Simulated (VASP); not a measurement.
# P (R-3m) in VASP: a series of runs

The runs below take P through single point, with PBE.

Program: VASP 6.6.1. These are calculated values, not measurements. Logs are shortened: lines on timing, memory, paths and dates and some standing lists are left out, and cuts for length are marked.

## (1) The cell of the first run

Symmetry: R-3m, No. 166, trigonal system. The conventional cell has a = 3.434 Å, b = 3.434 Å, c = 9.059 Å, α = 90.00°, β = 90.00°, γ = 120.00°. Within 3.1 Å of P (site symmetry 3m) lie 6 P at 2.32 to 2.68 Å.

## (2) Single point, PBE (strained)

Input file INCAR:

```
  ALGO = Normal
  EDIFF = 1E-6
  ENCUT = 520
  GGA = PE
  ISIF = 2
  ISMEAR = 0
  LASPH = T
  LCHARG = F
  LREAL = F
  LWAVE = F
  NBANDS = 12
  NELM = 80
  PREC = Accurate
  SIGMA = 0.1
```

Input file KPOINTS:

```
k-points
0
Gamma
  15 15 15
```

Input file POSCAR:

```
P
1.0
    1.7168031788      0.9911967775      3.0196091661
   -1.7168031788      0.9911967775      3.0196091661
    0.0000000000     -1.9823935549      3.0196091661
P
2
Direct
    0.2334706797      0.2334706797      0.2334706797
    0.7665293203      0.7665293203      0.7665293203
```

Potentials or basis: VASP PAW PBE potentials, release 64 (P).

Launch:

```console
$ cat potpaw_PBE.64/P/POTCAR > POTCAR
$ mpirun -np 1 vasp_std > vasp.out
```

OUTCAR:

```text
EDIFF = 1E-6
   ENCUT = 520
   GGA = PE
   ISIF = 2
   ISMEAR = 0
   LASPH = T
   LREAL = F
   NELM = 80
   PREC = Accurate

 ion  position               nearest neighbor table
   1  0.233  0.233  0.233-   2 2.32   2 2.32   2 2.32   2 2.68   2 2.68   2 2.68
   2  0.767  0.767  0.767-   1 2.32   1 2.32   1 2.32   1 2.68   1 2.68   1 2.68

  LATTYP: Found a trigonal (rhomboedric) cell.
 ALAT       =     3.6121909864
 COS(alpha) =     0.5482172923

  Lattice vectors:

 A1 = (   1.7168031788,   0.9911967775,   3.0196091661)
 A2 = (  -1.7168031788,   0.9911967775,   3.0196091661)
 A3 = (   0.0000000000,  -1.9823935549,   3.0196091661)

Analysis of symmetry for initial positions (statically):
=====================================================================
 Subroutine PRICEL returns:
 Original cell was already a primitive cell.

 Routine SETGRP: Setting up the symmetry group for a
 trigonal (rhombohedral) supercell.

 Subroutine GETGRP returns: Found 12 space group operations
 (whereof 12 operations were pure point group operations)
 out of a pool of 12 trial point group operations.

The static configuration has the point symmetry D_3d.

Analysis of symmetry for dynamics (positions and initial velocities):
=====================================================================
 Subroutine PRICEL returns:
 Original cell was already a primitive cell.

 Routine SETGRP: Setting up the symmetry group for a
 trigonal (rhombohedral) supercell.

 Subroutine GETGRP returns: Found 12 space group operations
 (whereof 12 operations were pure point group operations)
 out of a pool of 12 trial point group operations.

The dynamic configuration has the point symmetry D_3d.

 Subroutine INISYM returns: Found 12 space group operations
 (whereof 12 operations are pure point group operations),
 and found     1 'primitive' translations

----------------------------------------------------------------------------------------

                                     Primitive cell

  volume of cell :      30.8306

  direct lattice vectors                    reciprocal lattice vectors
     1.716803179  0.991196778  3.019609166     0.291238976  0.168146901  0.110389562
    -1.716803179  0.991196778  3.019609166    -0.291238976  0.168146901  0.110389562
     0.000000000 -1.982393555  3.019609166     0.000000000 -0.336293803  0.110389562

  length of vectors
     3.612190986  3.612190986  3.612190986     0.353948269  0.353948269  0.353948269

  position of ions in fractional coordinates (direct lattice)
     0.233470680  0.233470680  0.233470680
     0.766529320  0.766529320  0.766529320

  ion indices of the primitive-cell ions
   primitive index   ion index
                 1           1
                 2           2

----------------------------------------------------------------------------------------

 KPOINTS: k-points

Automatic generation of k-mesh.
 Grid dimensions read from file:
 generate k-points for:   15   15   15

 Generating k-lattice:

  Cartesian coordinates                     Fractional coordinates (reciprocal lattice)
     0.019415932  0.011209793  0.007359304     0.066666667  0.000000000  0.000000000
    -0.019415932  0.011209793  0.007359304     0.000000000  0.066666667  0.000000000
     0.000000000 -0.022419587  0.007359304     0.000000000  0.000000000  0.066666667

  Length of vectors
     0.023596551  0.023596551  0.023596551

  Shift w.r.t. Gamma in fractional coordinates (k-lattice)
     0.000000000  0.000000000  0.000000000

 Subroutine IBZKPT returns following result:
 ===========================================

 Found    344 irreducible k-points:

 Following reciprocal coordinates:
            Coordinates               Weight
  0.000000  0.000000  0.000000      1.000000
  0.066667  0.000000  0.000000      6.000000
  0.133333  0.000000 -0.000000      6.000000
  0.200000  0.000000  0.000000      6.000000
  0.266667  0.000000 -0.000000      6.000000
  0.333333  0.000000 -0.000000      6.000000
[... 16 lines left out ...]
  0.133333  0.133333 -0.000000      6.000000
  0.200000  0.133333 -0.000000     12.000000
 [... further k-points ...]
   k-points           NKPTS =    344   k-points in BZ     NKDIM =    344   number of bands    NBANDS=     12
   number of dos      NEDOS =    301   number of ions     NIONS =      2
   total plane-waves  NPLWV =  21952
   dimension x,y,z NGX =    28 NGY =   28 NGZ =   28
   dimension x,y,z NGXF=    56 NGYF=   56 NGZF=   56
   ions per type =               2
   NGX,Y,Z   is equivalent  to a cutoff of  12.89, 12.89, 12.89 a.u.
   NGXF,Y,Z  is equivalent  to a cutoff of  25.77, 25.77, 25.77 a.u.
 SYSTEM =  unknown system
   PREC   = accura    normal or accurate (medium, high low for compatibility)
   ISTART =      0    job   : 0-new  1-cont  2-samecut
   ICHARG =      2    charge: 1-file 2-atom 10-const
   ISPIN  =      1    spin polarized calculation?
   LNONCOLLINEAR =      F non collinear calculations
   LSORBIT =      F    spin-orbit coupling
   LASPH  =      T    aspherical Exc in radial PAW
   ENCUT  =  520.0 eV  38.22 Ry    6.18 a.u.   6.72  6.72  6.72*2*pi/ulx,y,z
   NELM   =     80;   NELMIN=  2; NELMDL= -5     # of ELM steps
   EDIFF  = 0.1E-05   stopping-criterion for ELM
   LREAL  =      F    real-space projection
   EDIFFG = 0.1E-04   stopping-criterion for IOM
   NSW    =      0    number of steps for IOM
   IBRION =     -1    ionic relax: 0-MD 1-quasi-New 2-CG
   NFREE  =      0    steps in history (QN), initial steepest desc. (CG)
   ISIF   =      2    stress and relaxation
   ISYM   =      2    0-nonsym 1-usesym 2-fastsym
   POTIM  = 0.5000    time-step for ionic-motion
   TEBEG  =    0.0;   TEEND  =   0.0 temperature during run
   PSTRESS=    0.0 pullay stress
   NELECT =      10.0000    total number of electrons
   NUPDOWN=      -1.0000    fix difference up-down
   EMIN   =  10.00;   EMAX   =-10.00  energy-range for DOS
   EFERMI =   0.00;   METHOD = LEGACY
   ISMEAR =     0;   SIGMA  =   0.10  broadening in eV -4-tet -1-fermi 0-gaus
   EFERMI_NEDOS =   21; number of points for ismear=-14 and -15
   IALGO  =     38    algorithm
   IMIX   =      4    mixing-type and parameters
     AMIX     =   0.40;   BMIX     =  1.00
     AMIX_MAG =   1.60;   BMIX_MAG =  1.00
  volume/ion in A,a.u.               =      15.42       104.03
  Fermi-wavevector in a.u.,A,eV,Ry     =   1.124814  2.125590 17.214179  1.265206
  Thomas-Fermi vector in A             =   2.261488
   LORBIT       =      0    0 simple, 1 ext, 2 COOP (PROOUT), +10 PAW based schemes
   GGA     = PE    functional components
   LHFCALC =     F    Hartree Fock is set to
   AEXX    =    0.0000 exact exchange contribution
   IVDW    =     0    specifies the selected vdW correction
   LEPSILON=     F    determine dielectric tensor
   LRPA    =     F    only Hartree local field effects (RPA)
 non-spin polarized calculation
 Gauss-broadening in eV      SIGMA  =   0.10
  energy-cutoff  :      520.00
  volume of cell :       30.83
 maximum number of plane-waves:       846
   NGX = 13   NGY = 13   NGZ = 13

 number of electron      10.0000000 magnetization

 Free energy of the ion-electron system (eV)
  ---------------------------------------------------
  ext. energy  EPLUGINS =         0.00000000
  ---------------------------------------------------
  free energy    TOTEN  =       -10.63242812 eV

  energy without entropy =      -10.63055026  energy(sigma->0) =      -10.63148919

 E-fermi :   9.3820     XC(G=0): -10.9886

 val. band max:        9.3728336774   @ k =   0.2000   0.2000   0.2000
 cond. band min:       9.3860802891   @ k =  -0.3333   0.1333  -0.0000
 fundamental gap:      0.0132466117
 Fermi energy:         9.3819697445

 k-point     1 :       0.0000    0.0000    0.0000
  band No.  band energies     occupation
      1      -7.2116      2.00000
      2       6.3068      2.00000
      3       6.4734      2.00000
      4       6.8113      2.00000
      5       6.8113      2.00000
      6      11.5772      0.00000
      7      12.6675      0.00000
      8      12.6675      0.00000
      9      14.9250      0.00000
     10      14.9250      0.00000
     11      15.8613      0.00000
     12      16.2412      0.00000

 k-point     2 :       0.0667    0.0000    0.0000
  band No.  band energies     occupation
      1      -7.1372      2.00000
      2       5.4245      2.00000
      3       6.3680      2.00000
      4       6.7682      2.00000
      5       7.4934      2.00000
      6      11.7291      0.00000
      7      12.5544      0.00000
      8      12.6213      0.00000
      9      14.4946      0.00000
     10      14.5770      0.00000
     11      15.1709      0.00000
     12      17.0229      0.00000

 k-point     3 :       0.1333    0.0000   -0.0000
  band No.  band energies     occupation
      1      -6.9144      2.00000
      2       4.1114      2.00000
      3       6.2960      2.00000
      4       6.6571      2.00000
      5       8.0705      2.00000
      6      11.7982      0.00000
      7      12.0563      0.00000
      8      12.4208      0.00000
      9      14.0362      0.00000
     10      14.6214      0.00000
     11      14.9479      0.00000
     12      18.4182      0.00000

 k-point     4 :       0.2000    0.0000    0.0000
  band No.  band energies     occupation
      1      -6.5444      2.00000
      2       2.7118      2.00000
      3       6.2346      2.00000
      4       6.5175      2.00000
      5       8.4362      2.00000
      6      11.3100      0.00000
      7      11.3191      0.00000
      8      11.8897      0.00000
      9      14.7122      0.00000
     10      15.0209      0.00000
     11      15.2715      0.00000
     12      20.0196      0.00000

 k-point     5 :       0.2667    0.0000   -0.0000
  band No.  band energies     occupation
      1      -6.0300      2.00000
      2       1.3093      2.00000
      3       6.2200      2.00000
      4       6.3870      2.00000
      5       8.6501      2.00000
      6      10.5284      0.00000
      7      10.6059      0.00000
      8      11.3745      0.00000
      9      15.4703      0.00000
     10      15.9201      0.00000
     11      16.2857      0.00000
     12      21.7513      0.00000
[... 228 lines left out ...]
      1      -6.7338      2.00000
      2       3.5368      2.00000
      3       5.9155      2.00000
      4       6.7671      2.00000
      5       8.1849      2.00000
      6      11.3670      0.00000
      7      11.5919      0.00000
      8      12.4853      0.00000
      9      13.8943      0.00000
     10      15.0522      0.00000
     11      15.6459      0.00000
     12      18.1972      0.00000

 k-point    22 :      -0.0667    0.0667    0.0000
  band No.  band energies     occupation
      1      -7.0094      2.00000
      2       4.7342      2.00000
      3       6.1822      2.00000
      4       6.6937      2.00000
      5       7.8481      2.00000
      6      11.8420      0.00000
      7      12.1779      0.00000
      8      12.5715      0.00000
      9      14.0142      0.00000
     10      14.4905      0.00000
     11      15.4552      0.00000
     12      17.1701      0.00000

 k-point    23 :       0.1333    0.1333   -0.0000
  band No.  band energies     occupation
      1      -6.8325      2.00000
      2       4.1603      2.00000
      3       5.6532      2.00000
      4       6.1218      2.00000
      5       8.8894      2.00000
      6      10.7222      0.00000
      7      11.8331      0.00000
      8      13.3911      0.00000
      9      14.3333      0.00000
     10      15.5557      0.00000
     11      15.6176      0.00000
     12      16.9408      0.00000

 k-point    24 :       0.2000    0.1333   -0.0000
  band No.  band energies     occupation
      1      -6.5708      2.00000
      2       3.3760      2.00000
      3       5.3091      2.00000
      4       5.9472      2.00000
      5       8.6107      2.00000
      6      10.7381      0.00000
      7      11.9328      0.00000
      8      13.4490      0.00000
      9      14.0820      0.00000
     10      15.6124      0.00000
     11      16.4906      0.00000
     12      17.7841      0.00000

 [... further k-points ...]

------------------------ aborting loop because EDIFF is reached ----------------------------------------

  FORCE on cell =-STRESS in cart. coord.  units (eV):
  Direction    XX          YY          ZZ          XY          YZ          ZX
  --------------------------------------------------------------------------------------
  -------------------------------------------------------------------------------------
  Total        0.4205271      0.4205271     -0.0292249     -0.0000000     -0.0000000     -0.0000000
  in kB       21.8535589     21.8535589     -1.5187330     -0.0000000     -0.0000000     -0.0000000
  external PRESSURE =      14.0627949 kB  Pullay stress =       0.0000000 kB

 VOLUME and BASIS-vectors are now :
 -----------------------------------------------------------------------------
  energy-cutoff  :      520.00
  volume of cell :       30.83
      direct lattice vectors                 reciprocal lattice vectors
     1.716803179  0.991196778  3.019609166     0.291238976  0.168146901  0.110389562
    -1.716803179  0.991196778  3.019609166    -0.291238976  0.168146901  0.110389562
     0.000000000 -1.982393555  3.019609166     0.000000000 -0.336293803  0.110389562

 POSITION                                       TOTAL-FORCE (eV/Angst)
 -----------------------------------------------------------------------------------
      0.00000      0.00000      2.11497         0.000000     -0.000000     -0.328936
      0.00000      0.00000      6.94386         0.000000      0.000000      0.328936
 -----------------------------------------------------------------------------------
    total drift:                                0.000000     -0.000000      0.000000

  FREE ENERGIE OF THE ION-ELECTRON SYSTEM (eV)
  ---------------------------------------------------
  free  energy   TOTEN  =       -10.6324281248 eV

  energy  without entropy=      -10.6305502578  energy(sigma->0) =      -10.63148919
```

Wall time 45 s (1 thread of Intel Xeon 6975P-C (Granite Rapids), shared host); peak memory 0.22 GiB.

What came out:

| Property | Result |
| --- | --- |
| Free energy | -10.6324 eV |
| Pressure | 1.4 GPa |
| Largest force | 0.329 eV/Å |
| Band gap on the k mesh | zero (bands 5 and 6 overlap by 0.92 eV) |

Forces on the atoms (eV/Å):
```
P    0.000  0.000 -0.329
P    0.000  0.000  0.329
```

Stress tensor (GPa, compression positive):
```
 2.19  0.00  0.00
 0.00  2.19  0.00
 0.00  0.00 -0.15
```

Caveat: the cell differs from its parent crystal (strained).

## (3) Single point, PBE (strained)

Input file INCAR:

```
SYSTEM = P
PREC = Accurate ; ENCUT = 520
EDIFF = 1E-6 ; ISMEAR = 0
SIGMA = 0.1 ; LREAL = .FALSE.
LASPH = .TRUE. ; NELM = 60
ALGO = Normal ; ISIF = 2
LWAVE = .FALSE. ; LCHARG = .FALSE.
GGA = PE ; NBANDS = 12
```

Input file KPOINTS:

```
regular mesh
0
G
  15 15 15
  0 0 0
```

Input file POSCAR:

```
P
1.0
    1.7880411142      1.0323260186      3.0549119566
   -1.7880411142      1.0323260186      3.0549119566
    0.0000000000     -2.0646520372      3.0549119566
P
2
Direct
    0.2377309661      0.2377309661      0.2377309661
    0.7622690339      0.7622690339      0.7622690339
```

Potentials or basis: VASP PAW PBE potentials, release 64 (P).

Launch:

```console
$ cat potpaw_PBE.64/P/POTCAR > POTCAR
$ mpirun -np 1 vasp_std > vasp.out
```

OUTCAR:

```text
SYSTEM = P
   PREC = Accurate
   ENCUT = 520
   EDIFF = 1E-6
   ISMEAR = 0
   LREAL = .FALSE.
   LASPH = .TRUE.
   NELM = 60
   ISIF = 2
   GGA = PE

 ion  position               nearest neighbor table
   1  0.238  0.238  0.238-   2 2.44   2 2.44   2 2.44   2 2.71   2 2.71   2 2.71
   2  0.762  0.762  0.762-   1 2.44   1 2.44   1 2.44   1 2.71   1 2.71   1 2.71

  LATTYP: Found a trigonal (rhomboedric) cell.
 ALAT       =     3.6871771177
 COS(alpha) =     0.5296761554

  Lattice vectors:

 A1 = (   1.7880411142,   1.0323260186,   3.0549119566)
 A2 = (  -1.7880411142,   1.0323260186,   3.0549119566)
 A3 = (   0.0000000000,  -2.0646520372,   3.0549119566)

Analysis of symmetry for initial positions (statically):
=====================================================================
 Subroutine PRICEL returns:
 Original cell was already a primitive cell.

 Routine SETGRP: Setting up the symmetry group for a
 trigonal (rhombohedral) supercell.

 Subroutine GETGRP returns: Found 12 space group operations
 (whereof 12 operations were pure point group operations)
 out of a pool of 12 trial point group operations.

[... 174 lines left out ...]
      4       5.7042      2.00000
      5       5.7042      2.00000
      6      10.7995      0.00000
      7      11.4722      0.00000
      8      11.4722      0.00000
      9      13.3693      0.00000
     10      13.3693      0.00000
     11      13.8343      0.00000
     12      14.8783      0.00000
[... 331 lines left out ...]
 k-point    24 :       0.2000    0.1333    0.0000
  band No.  band energies     occupation
      1      -6.8959      2.00000
      2       1.9834      2.00000
      3       4.5496      2.00000
      4       4.9537      2.00000
      5       7.4049      2.00000
      6       9.0025      0.00000
      7      10.9329      0.00000
      8      11.9337      0.00000
      9      12.5917      0.00000
     10      14.5805      0.00000
     11      15.0222      0.00000
     12      16.1188      0.00000

 [... further k-points ...]

------------------------ aborting loop because EDIFF is reached ----------------------------------------

  FORCE on cell =-STRESS in cart. coord.  units (eV):
  Direction    XX          YY          ZZ          XY          YZ          ZX
  --------------------------------------------------------------------------------------
  -------------------------------------------------------------------------------------
  Total       -1.7820233     -1.7820233     -1.7850534     -0.0000000      0.0000000      0.0000000
  in kB      -84.3877959    -84.3877959    -84.5312831     -0.0000000      0.0000000      0.0000000
  external PRESSURE =     -84.4356249 kB  Pullay stress =       0.0000000 kB

 VOLUME and BASIS-vectors are now :
 -----------------------------------------------------------------------------
  energy-cutoff  :      520.00
  volume of cell :       33.83
      direct lattice vectors                 reciprocal lattice vectors
     1.788041114  1.032326019  3.054911957     0.279635628  0.161447705  0.109113892
    -1.788041114  1.032326019  3.054911957    -0.279635628  0.161447705  0.109113892
     0.000000000 -2.064652037  3.054911957     0.000000000 -0.322895410  0.109113892

 POSITION                                       TOTAL-FORCE (eV/Angst)
 -----------------------------------------------------------------------------------
      0.00000      0.00000      2.17874         0.000000      0.000000     -1.030442
      0.00000      0.00000      6.98599         0.000000      0.000000      1.030442
 -----------------------------------------------------------------------------------
    total drift:                                0.000000      0.000000     -0.000000

  FREE ENERGIE OF THE ION-ELECTRON SYSTEM (eV)
  ---------------------------------------------------
  free  energy   TOTEN  =       -10.5050893976 eV

  energy  without entropy=      -10.5027517285  energy(sigma->0) =      -10.50392056
```

stdout:

```text
POSCAR found type information on POSCAR P
 POSCAR found :  1 types and       2 ions
 scaLAPACK will be used
 LDA part: xc-table for (Slater+PW92), standard interpolation
 POSCAR, INCAR and KPOINTS ok, starting setup
 FFT: planning ... GRIDC
 FFT: planning ... GRID_SOFT
 FFT: planning ... GRID
 WAVECAR not read
 entering main loop
```

Wall time 45 s (1 thread of Intel Xeon 6975P-C (Granite Rapids), shared host); peak memory 0.23 GiB.

Results:

```yaml
Free_energy: -10.5051 eV
Pressure: -8.4 GPa
Largest_force: 1.030 eV/Å
Band_gap_on_the_k_mesh: zero (bands 5 and 6 overlap by 0.77 eV)
```

Forces in eV/Å, atoms in the order of the input:
```
P    0.000  0.000 -1.030
P    0.000  0.000  1.030
```

Levels at points of the mesh, in eV from the Fermi level:
| k point | band 1 | band 2 | band 3 | band 4 | band 5 | band 6 | band 7 | band 8 | band 9 | band 10 |
| --- | --- | --- | --- | --- | --- | --- | --- | --- | --- | --- |
| (0.00, 0.00, 0.00) | -15.39 | -3.43 | -2.50 | -2.19 | -2.19 | 2.90 | 3.58 | 3.58 | 5.47 | 5.47 |

Caveat: the cell differs from its parent crystal (strained); the cell stands under tension; forces of over 1 eV/Å act on the atoms, so gaps and moduli don't describe the material at rest.
